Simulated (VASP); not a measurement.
A run of VASP 6.6.1:

Contents of INCAR:

```
PREC = Accurate
ENCUT = 520
EDIFF = 1E-6
ISMEAR = 0
SIGMA = 0.1
LREAL = F
LASPH = T
NELM = 80
ALGO = Normal
ISIF = 2
LWAVE = F
LCHARG = F
NBANDS = 18
```

KPOINTS

```
Automatic mesh
0
Gamma
  2 2 2
```

The input POSCAR:

```
ZnAu
1.0
    3.1500525100      0.0000000000      0.0000000000
    0.0000000000      3.1500525100      0.0000000000
    0.0000000000      0.0000000000      3.1500525100
Zn Au
1 1
Direct
    0.5000000000      0.5000000000      0.5000000000
    0.0000000000      0.0000000000      0.0000000000
```

Potentials or basis: VASP PAW LDA potentials, release 64 (Zn, Au).

Launch:

```bash
$ cat potpaw_LDA.64/Zn/POTCAR potpaw_LDA.64/Au/POTCAR > POTCAR
$ mpirun -np 1 vasp_std > vasp.out
```

Hardware: 1 thread of AMD EPYC 7R13 Processor (Zen 3), with other jobs on the host.

**Question.** How long does it take, and how much memory?

**Answer.** Wall time 2.3 s on 1 thread of AMD EPYC 7R13 Processor (Zen 3) (shared host), peak memory 0.1 GiB. Counts: scf iterations 12, k points 4.
